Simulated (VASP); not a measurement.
A run of VASP 6.6.1 is set up as follows.

File INCAR:

```
SYSTEM = LaTe4
PREC     = Accurate       ! precision mode
ENCUT    = 600            ! plane-wave cutoff, eV
EDIFF    = 1E-6           ! SCF threshold, eV
ISMEAR   = 0              ! smearing method
SIGMA    = 0.1            ! smearing width, eV
LREAL    = .FALSE.        ! projectors in reciprocal space
LASPH    = .TRUE.         ! aspherical terms in the spheres
NELM     = 60             ! most SCF steps
ALGO     = Normal         ! electronic algorithm
ISIF     = 3              ! what is computed and relaxed
LWAVE    = .FALSE.        ! write WAVECAR
LCHARG   = .FALSE.        ! write CHGCAR
GGA      = PE             ! functional
IBRION   = 2              ! ionic algorithm
NSW      = 100            ! ionic steps
EDIFFG   = -0.01          ! ionic threshold
```

Contents of KPOINTS:

```
regular mesh
0
G
  8 8 8
  0 0 0
```

The input POSCAR:

```
LaTe4
1.0
    5.7885635726      0.0000000000      0.0000000000
    0.0000000000      5.7885635726      0.0000000000
    0.0000000000      0.0000000000      5.7885635726
La Te
1 4
Direct
    0.0000000000      0.0000000000      0.0000000000
    0.3052012531      0.3052012531      0.3052012531
    0.6947987469      0.6947987469      0.3052012531
    0.3052012531      0.6947987469      0.6947987469
    0.6947987469      0.3052012531      0.6947987469
```

Potentials or basis: VASP PAW PBE potentials, release 64 (La, Te).

Command:

```bash
$ cat potpaw_PBE.64/La/POTCAR potpaw_PBE.64/Te/POTCAR > POTCAR
$ mpirun -np 1 vasp_std > vasp.out
```

Task: What does it give for the space group after relaxing (to 0.1 Å)?

Result: P-43m (No. 215).

Task: Predict the band gap on the k mesh.

Result: Zero (an odd number of electrons rules out a gap without spin polarisation).

Task: What does it give for the relaxed cell?

Result: a = 5.798 Å, b = 5.798 Å, c = 5.798 Å, α = 90.00°, β = 90.00°, γ = 90.00°.

Task: What does it give for the relaxed volume?

Result: 38.99 Å³/atom.

Forces on the atoms (eV/Å):
```
La   0.000  0.000  0.000
Te  -0.005 -0.005 -0.005
Te   0.005  0.005 -0.005
Te  -0.005  0.005  0.005
Te   0.005 -0.005  0.005
```

Caveat: spin-orbit coupling is left out, which moves the levels of the heavy elements.
